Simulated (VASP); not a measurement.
CsTlS:

```
CELL_PARAMETERS angstrom
4.98781 0.00000 0.00000
0.00000 4.98781 0.00000
0.00000 0.00000 5.49658
ATOMIC_POSITIONS crystal
Cs 0.50000 0.50000 0.50000
Tl 0.00000 0.00000 0.00000
S 0.00000 0.00000 0.50000
```

The cell was built from a structure type or drawn by symmetry, and may not be a known phase.

* Program: VASP 6.6.1
* Task: relaxation of cell and atoms
* Functional: PBE
* Potentials or basis: VASP PAW PBE potentials, release 64 (Cs_sv, Tl_d, S)
* Cutoff: 600 eV
* k mesh: 10 × 10 × 8
* Occupations: gaussian, width 0.1 eV
* Spin: no spin polarisation

At the start: pressure 0.9 GPa; volume 45.58 Å³/atom.

**Question.** How do energy, volume and symmetry change on relaxing?

**Answer.** Over 6 steps the energy falls by 9.7 meV/atom and the volume is 48.28 Å³/atom (+5.9 %); space group P4/mmm (No. 123, to 0.1 Å) before and after.

The path:
```csv
step,energy change (eV),largest force (eV/Å),pressure (GPa),volume (Å³)
1,0.0000,0.0000,0.93,136.75
2,-0.0272,0.0000,0.22,142.01
3,-0.0279,0.0000,0.10,143.03
4,-0.0279,0.0000,0.09,143.16
5,-0.0287,0.0000,0.04,143.90
6,-0.0290,0.0000,-0.01,144.84
```

Final structure:
```yaml
crystal:
  lattice:
    - [5.05722, 0.00000, 0.00000]
    - [0.00000, 5.05722, 0.00000]
    - [0.00000, 0.00000, 5.66309]
  atoms:
    - { symbol: Cs, position: [0.50000, 0.50000, 0.50000] }
    - { symbol: Tl, position: [0.00000, 0.00000, 0.00000] }
    - { symbol: S, position: [0.00000, 0.00000, 0.50000] }
```
